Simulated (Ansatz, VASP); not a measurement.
## CdTe in VASP and in Ansatz

```
Cd Te
1.0
     0.00000    3.27990    3.27990
     3.27990    0.00000    3.27990
     3.27990    3.27990    0.00000
Cd Te
1 1
Direct
  0.00000 0.00000 0.00000
  0.25000 0.25000 0.25000
```

Alike in both runs: task single point; functional HSE06; k mesh 4 × 4 × 4; no spin polarisation.

```csv
,VASP,Ansatz
version,VASP 6.6.1,Ansatz 0.2.0
potentials or method,"VASP PAW PBE potentials, release 64 (Cd, Te)","plane waves, PAW"
plane-wave cutoff (eV),520,420
occupations,"gaussian, width 0.01 eV",fixed
valence electrons in the cell,18,36
```

Ansatz gave:

```
gap on the k mesh at the Fermi level (eV) : 1.53
pressure (GPa)                            : 0.2
```

Estimate VASP's values.

gap on the k mesh at the Fermi level (eV): 1.44; pressure (GPa): 0.2.

VASP's potentials hold 18 valence electrons a cell and Ansatz's 36, so a difference there can come from the potentials and not from the codes. Ansatz's warnings: stress exchange threshold loose, stress scf threshold loose.

Neither program's run includes spin-orbit coupling.
